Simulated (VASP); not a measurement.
# AlN in VASP: notebook, part 2 of 2

VASP 6.6.1.

## Step 3: Single point, PBE (z stretched by -3 %, then relaxed in part)

INCAR

```
SYSTEM = AlN
  PREC = Accurate
  ENCUT = 600
  EDIFF = 1E-6
  ISMEAR = -1
  SIGMA = 0.02
  LREAL = .FALSE.
  LASPH = .TRUE.
  NELM = 120
  ALGO = Normal
  ISIF = 2
  LWAVE = .FALSE.
  LCHARG = .TRUE.
  GGA = PE
  LELF = .TRUE.
  LVHAR = .TRUE.
  NBANDS = 11
  GGA_COMPAT = .FALSE.
```

KPOINTS

```
regular mesh
0
G
  13 13 13
  0 0 0
```

POSCAR

```
AlN
1.0
    0.0000000000      1.9780000000      1.9186600000
    1.9780000000      0.0000000000      1.9186600000
    1.9780000000      1.9780000000      0.0000000000
Al N
1 1
Direct
    0.0000000000      0.0000000000      0.0000000000
    0.5000000000      0.5000000000      0.5000000000
```

Potentials or basis: VASP PAW PBE potentials, release 64 (Al, N).

The run is started by

```
> cat potpaw_PBE.64/Al/POTCAR potpaw_PBE.64/N/POTCAR > POTCAR
> mpirun -np 1 vasp_std > vasp.out
```

OUTCAR:

```text
SYSTEM = AlN
   PREC = Accurate
   ENCUT = 600
   EDIFF = 1E-6
   ISMEAR = -1
   LREAL = .FALSE.
   LASPH = .TRUE.
   NELM = 120
   ISIF = 2
   GGA = PE

 ion  position               nearest neighbor table
   1  0.000  0.000  0.000-   2 1.92   2 1.92   2 1.98   2 1.98   2 1.98   2 1.98
   2  0.500  0.500  0.500-   1 1.92   1 1.92   1 1.98   1 1.98   1 1.98   1 1.98

  LATTYP: Found a body centered tetragonal cell.
 ALAT       =     2.7973144264
 C/A-ratio  =     1.3717871555

  Lattice vectors:

 A1 = (   0.0000000000,  -1.9780000000,  -1.9186600000)
 A2 = (   0.0000000000,   1.9780000000,  -1.9186600000)
 A3 = (   1.9780000000,   0.0000000000,   1.9186600000)

Analysis of symmetry for initial positions (statically):
=====================================================================
 Subroutine PRICEL returns:
 Original cell was already a primitive cell.

 Routine SETGRP: Setting up the symmetry group for a
 body centered tetragonal supercell.

 Subroutine GETGRP returns: Found 16 space group operations
 (whereof 16 operations were pure point group operations)
 out of a pool of 16 trial point group operations.

The static configuration has the point symmetry D_4h.

Analysis of symmetry for dynamics (positions and initial velocities):
=====================================================================
 Subroutine PRICEL returns:
 Original cell was already a primitive cell.

 Routine SETGRP: Setting up the symmetry group for a
 body centered tetragonal supercell.

 Subroutine GETGRP returns: Found 16 space group operations
 (whereof 16 operations were pure point group operations)
 out of a pool of 16 trial point group operations.

The dynamic configuration has the point symmetry D_4h.

 Subroutine INISYM returns: Found 16 space group operations
 (whereof 16 operations are pure point group operations),
 and found     1 'primitive' translations

----------------------------------------------------------------------------------------

                                     Primitive cell

  volume of cell :      15.0135

  direct lattice vectors                    reciprocal lattice vectors
     0.000000000  1.978000000  1.918660000    -0.252780586  0.252780586  0.260598543
     1.978000000  0.000000000  1.918660000     0.252780586 -0.252780586  0.260598543
     1.978000000  1.978000000  0.000000000     0.252780586  0.252780586 -0.260598543

  length of vectors
     2.755674182  2.755674182  2.797314426     0.442388574  0.442388574  0.442388574

  position of ions in fractional coordinates (direct lattice)
     0.000000000  0.000000000  0.000000000
     0.500000000  0.500000000  0.500000000

  ion indices of the primitive-cell ions
   primitive index   ion index
                 1           1
                 2           2

----------------------------------------------------------------------------------------

 KPOINTS: regular mesh

Automatic generation of k-mesh.
 Grid dimensions read from file:
 generate k-points for:   13   13   13

 Generating k-lattice:

  Cartesian coordinates                     Fractional coordinates (reciprocal lattice)
    -0.019444660  0.019444660  0.020046042     0.076923077  0.000000000  0.000000000
[... 38 lines left out ...]
  0.384615  0.153846  0.000000      8.000000
  0.461538  0.153846  0.000000      8.000000
 [... further k-points ...]
   k-points           NKPTS =    196   k-points in BZ     NKDIM =    196   number of bands    NBANDS=     11
   number of dos      NEDOS =    301   number of ions     NIONS =      2
   total plane-waves  NPLWV =  13824
   dimension x,y,z NGX =    24 NGY =   24 NGZ =   24
   dimension x,y,z NGXF=    48 NGYF=   48 NGZF=   48
   ions per type =               1   1
   NGX,Y,Z   is equivalent  to a cutoff of  14.48, 14.48, 14.26 a.u.
   NGXF,Y,Z  is equivalent  to a cutoff of  28.96, 28.96, 28.53 a.u.
 SYSTEM =  AlN
   PREC   = accura    normal or accurate (medium, high low for compatibility)
   ISTART =      0    job   : 0-new  1-cont  2-samecut
   ICHARG =      2    charge: 1-file 2-atom 10-const
   ISPIN  =      1    spin polarized calculation?
   LNONCOLLINEAR =      F non collinear calculations
   LSORBIT =      F    spin-orbit coupling
   LASPH  =      T    aspherical Exc in radial PAW
   ENCUT  =  600.0 eV  44.10 Ry    6.64 a.u.   5.50  5.50  5.59*2*pi/ulx,y,z
   NELM   =    120;   NELMIN=  2; NELMDL= -5     # of ELM steps
   EDIFF  = 0.1E-05   stopping-criterion for ELM
   LREAL  =      F    real-space projection
   EDIFFG = 0.1E-04   stopping-criterion for IOM
   NSW    =      0    number of steps for IOM
   IBRION =     -1    ionic relax: 0-MD 1-quasi-New 2-CG
   NFREE  =      0    steps in history (QN), initial steepest desc. (CG)
   ISIF   =      2    stress and relaxation
   ISYM   =      2    0-nonsym 1-usesym 2-fastsym
   POTIM  = 0.5000    time-step for ionic-motion
   TEBEG  =    0.0;   TEEND  =   0.0 temperature during run
   PSTRESS=    0.0 pullay stress
   NELECT =       8.0000    total number of electrons
   NUPDOWN=      -1.0000    fix difference up-down
   EMIN   =  10.00;   EMAX   =-10.00  energy-range for DOS
   EFERMI =   0.00;   METHOD = LEGACY
   ISMEAR =    -1;   SIGMA  =   0.02  broadening in eV -4-tet -1-fermi 0-gaus
   EFERMI_NEDOS =   21; number of points for ismear=-14 and -15
   IALGO  =     38    algorithm
   IMIX   =      4    mixing-type and parameters
     AMIX     =   0.40;   BMIX     =  1.00
     AMIX_MAG =   1.60;   BMIX_MAG =  1.00
  volume/ion in A,a.u.               =       7.51        50.66
  Fermi-wavevector in a.u.,A,eV,Ry     =   1.327225  2.508092 23.967027  1.761527
  Thomas-Fermi vector in A             =   2.456553
   LORBIT       =      0    0 simple, 1 ext, 2 COOP (PROOUT), +10 PAW based schemes
   GGA     = PE    functional components
   LHFCALC =     F    Hartree Fock is set to
   AEXX    =    0.0000 exact exchange contribution
   IVDW    =     0    specifies the selected vdW correction
   LEPSILON=     F    determine dielectric tensor
   LRPA    =     F    only Hartree local field effects (RPA)
 non-spin polarized calculation
  energy-cutoff  :      600.00
  volume of cell :       15.01
 maximum number of plane-waves:       531
 NGX is ok and might be reduce to    24
   NGX = 11   NGY = 11   NGZ = 11

 number of electron       8.0000000 magnetization

 Free energy of the ion-electron system (eV)
  ---------------------------------------------------
  ext. energy  EPLUGINS =         0.00000000
  ---------------------------------------------------
  free energy    TOTEN  =       -14.34229380 eV

  energy without entropy =      -14.34229380  energy(sigma->0) =      -14.34229380

 E-fermi :  11.7236     XC(G=0): -12.7408

 val. band max:       11.3282070277   @ k =   0.0000   0.0000   0.0000
 cond. band min:      16.2314191892   @ k =   0.4615   0.4615   0.0000
 fundamental gap:      4.9032121616
 Fermi energy:        11.7235622218

 k-point     1 :       0.0000    0.0000    0.0000
  band No.  band energies     occupation
      1      -7.2013      2.00000
      2      11.1082      2.00000
      3      11.3282      2.00000
      4      11.3282      2.00000
      5      18.3647      0.00000
      6      23.5980      0.00000
      7      23.5980      0.00000
      8      24.0292      0.00000
      9      29.1527      0.00000
     10      29.2287      0.00000
     11      30.3364      0.00000
[... 309 lines left out ...]
 k-point    24 :       0.4615    0.1538    0.0000
  band No.  band energies     occupation
      1      -3.6627      2.00000
      2       3.4418      2.00000
      3       8.7066      2.00000
      4       9.3939      2.00000
      5      18.9531      0.00000
      6      22.0771      0.00000
      7      24.1728      0.00000
      8      24.2881      0.00000
      9      29.6219      0.00000
     10      32.5539      0.00000
     11      33.7697      0.00000

 [... further k-points ...]

------------------------ aborting loop because EDIFF is reached ----------------------------------------

  FORCE on cell =-STRESS in cart. coord.  units (eV):
  Direction    XX          YY          ZZ          XY          YZ          ZX
  --------------------------------------------------------------------------------------
  -------------------------------------------------------------------------------------
  Total        2.9753753      2.9753753      4.4271958      0.0000000      0.0000000      0.0000000
  in kB      317.5204804    317.5204804    472.4531190      0.0000000      0.0000000      0.0000000
  external PRESSURE =     369.1646933 kB  Pullay stress =       0.0000000 kB

 VOLUME and BASIS-vectors are now :
 -----------------------------------------------------------------------------
  energy-cutoff  :      600.00
  volume of cell :       15.01
      direct lattice vectors                 reciprocal lattice vectors
     0.000000000  1.978000000  1.918660000    -0.252780586  0.252780586  0.260598543
     1.978000000  0.000000000  1.918660000     0.252780586 -0.252780586  0.260598543
     1.978000000  1.978000000  0.000000000     0.252780586  0.252780586 -0.260598543

 POSITION                                       TOTAL-FORCE (eV/Angst)
 -----------------------------------------------------------------------------------
      0.00000      0.00000      0.00000         0.000000     -0.000000      0.000000
      1.97800      1.97800      1.91866        -0.000000      0.000000      0.000000
 -----------------------------------------------------------------------------------
    total drift:                               -0.000000     -0.000000      0.000000

  FREE ENERGIE OF THE ION-ELECTRON SYSTEM (eV)
  ---------------------------------------------------
  free  energy   TOTEN  =       -14.3422938008 eV

  energy  without entropy=      -14.3422938008  energy(sigma->0) =      -14.34229380
```

stdout:

```text
POSCAR found type information on POSCAR AlN
 POSCAR found :  2 types and       2 ions
 scaLAPACK will be used
 LDA part: xc-table for (Slater+PW92), standard interpolation
 POSCAR, INCAR and KPOINTS ok, starting setup
 FFT: planning ... GRIDC
 FFT: planning ... GRID_SOFT
 FFT: planning ... GRID
 WAVECAR not read
 entering main loop
```

It took 12 s on 1 thread of Intel Xeon 6975P-C (Granite Rapids), shared host; peak memory 0.16 GiB.

Results:

```
Free energy            : -14.3423 eV
Pressure               : 36.9 GPa
Band gap on the k mesh : 4.90 eV (least direct gap 7.04 eV)
```

Stress tensor (GPa, compression positive):
```
31.75  0.00  0.00
 0.00 31.75  0.00
 0.00  0.00 47.25
```

Caveat: the cell differs from its parent crystal (z stretched by -3 %, then relaxed in part); the cell stands under pressure; an odd mesh through Γ misses points on the zone boundary, where band edges can lie.

## Step 4: Single point, PBE (z stretched by -2 %, then relaxed in part)

INCAR

```
SYSTEM = AlN
ALGO = Normal ; EDIFF = 1E-6
ENCUT = 600 ; GGA = PE
GGA_COMPAT = .FALSE. ; ISIF = 2
ISMEAR = -1 ; LASPH = .TRUE.
LCHARG = .FALSE. ; LREAL = .FALSE.
LWAVE = .FALSE. ; NBANDS = 11
NELM = 120 ; PREC = Accurate
SIGMA = 0.02
```

KPOINTS

```
k-points
0
G
  13 13 13
  0 0 0
```

POSCAR

```
AlN
1.0
    0.0000000000      1.9780000000      1.9384400000
    1.9780000000      0.0000000000      1.9384400000
    1.9780000000      1.9780000000      0.0000000000
Al N
1 1
Direct
    0.0000000000      0.0000000000      0.0000000000
    0.5000000000      0.5000000000      0.5000000000
```

The run is started by

```
> cat potpaw_PBE.64/Al/POTCAR potpaw_PBE.64/N/POTCAR > POTCAR
> mpirun -np 1 vasp_std > vasp.out
```

Run time: 11 s. Hardware: 1 thread of Intel Xeon 6975P-C (Granite Rapids), shared host; peak memory 0.16 GiB.

It converged, with:

| Property | Result |
| --- | --- |
| Free energy | -14.3842 eV |
| Pressure | 32.6 GPa |
| Band gap on the k mesh | 5.02 eV (least direct gap 6.91 eV) |

Stress tensor (GPa, compression positive):
```
29.44  0.00  0.00
 0.00 29.44  0.00
 0.00  0.00 39.06
```

Levels at points of the mesh, in eV from the valence-band top:
| k point | band 2 | band 3 | band 4 | band 5 | band 6 | band 7 |
| --- | --- | --- | --- | --- | --- | --- |
| (0.00, 0.00, 0.00) | -0.14 | 0.00 | 0.00 | 6.91 | 12.30 | 12.30 |

Caveat: the cell differs from its parent crystal (z stretched by -2 %, then relaxed in part); the cell stands under pressure; an odd mesh through Γ misses points on the zone boundary, where band edges can lie.

## Step 5: Overview

```csv
cell,gap on the mesh (eV),pressure (GPa)
"a = 2.852 Å, angles 60.0°, 2 atoms",4.77,6.8
"a = 2.756, b = 2.756, c = 2.797 Å, angles 59.5, 59.5, 61.0°, 2 atoms",4.90,36.9
"a = 2.769, b = 2.769, c = 2.797 Å, angles 59.7, 59.7, 60.7°, 2 atoms",5.02,32.6
```

Alike in all rows: task single point; level PBE; potentials or basis VASP PAW PBE potentials, release 64 (Al, N); no spin polarisation; k mesh 13 × 13 × 13; cutoff (eV) 600; smearing fermi-dirac 0.02 eV.

Caveats: the cell stands under pressure; an odd mesh through Γ misses points on the zone boundary, where band edges can lie.

Absolute energies hang on the potentials; compare differences alone.
